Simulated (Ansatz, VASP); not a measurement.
## Two plane-wave programs on TiTe2

```xyz
6
Lattice="4.7531 0.0000 0.0000 0.0000 4.7531 0.0000 0.0000 0.0000 7.2523" Properties=species:S:1:pos:R:3 pbc="T T T"
Ti    0.0000    2.3765    5.0766
Ti    2.3765    0.0000    2.1757
Te    0.0000    0.0000    0.0000
Te    2.3765    2.3765    0.0000
Te    0.0000    2.3765    1.9581
Te    2.3765    0.0000    5.2942
```

Alike in both runs: task single point; functional PBE; k mesh 4 × 4 × 4; occupations gaussian, width 0.1 eV; no spin polarisation.

|  | VASP | Ansatz |
| --- | --- | --- |
| version | VASP 6.6.1 | Ansatz 0.2.0 |
| potentials or method | VASP PAW PBE potentials, release 64 (Ti_sv, Te), cutoff 520 eV | scalar-relativistic, plane waves, PAW |
| valence electrons in the cell | 48 | 88 |

```csv
,VASP,Ansatz,Ansatz less VASP
gap on the k mesh at the Fermi level (eV),none,none,-
pressure (GPa),-1.9,-1.9,+0.01
"traceless stress, the component that is largest in VASP (GPa)",-2.75,-2.77,-0.024
rms of the force components (eV/Å),1.260,1.263,+0.0035
```

Atom by atom the forces differ by 0.003 eV/Å (rms over components). A gap of «none» marks a metal or a gap that the smearing closes. VASP's potentials hold 48 valence electrons a cell and Ansatz's 88, so a difference there can come from the potentials and not from the codes.

Spin-orbit coupling is off throughout.
